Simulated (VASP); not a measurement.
The system is CdTe.

```
Cd Te
1.0
     0.00000    3.20500    3.20500
     3.20500    0.00000    3.20500
     3.20500    3.20500    0.00000
Cd Te
1 1
Direct
  0.00000 0.00000 0.00000
  0.75000 0.75000 0.75000
```

Base run:

```yaml
Program: VASP 6.6.1
Functional: PBEsol
Potentials_or_basis: VASP PAW PBE potentials, release 64 (Cd, Te)
Cutoff: 520 eV
k_mesh: 9 × 9 × 9
Occupations: fermi-dirac, width 0.08 eV
Spin: no spin polarisation
```

Its results: band gap on the k mesh 0.76 eV; pressure 1.8 GPa.

Question: After a change of settings the same cell gave: band gap on the k mesh 1.38 eV; pressure 3.4 GPa. Which change was it?
A. functional from PBEsol to LDA; potentials or basis from VASP PAW PBE potentials, release 64 (Cd, Te) to VASP PAW LDA potentials, release 64 (Cd, Te)
B. functional from PBEsol to PBE; further incar settings from ALGO = Normal; EDIFF = 1e-08; NBANDS = 16 to ALGO = Normal; EDIFF = 1e-06; NBANDS = 16
C. further incar settings from ALGO = Normal; EDIFF = 1e-08; NBANDS = 16 to ALGO = Normal; EDIFF = 1e-06; NBANDS = 16
D. functional from PBEsol to r2SCAN

Answer: D.

Caveats: the PAW data sets were made with another functional, which shifts forces and pressure a little; spin-orbit coupling is left out, which moves the levels of the heavy elements; the cell stands under pressure (at least some runs).
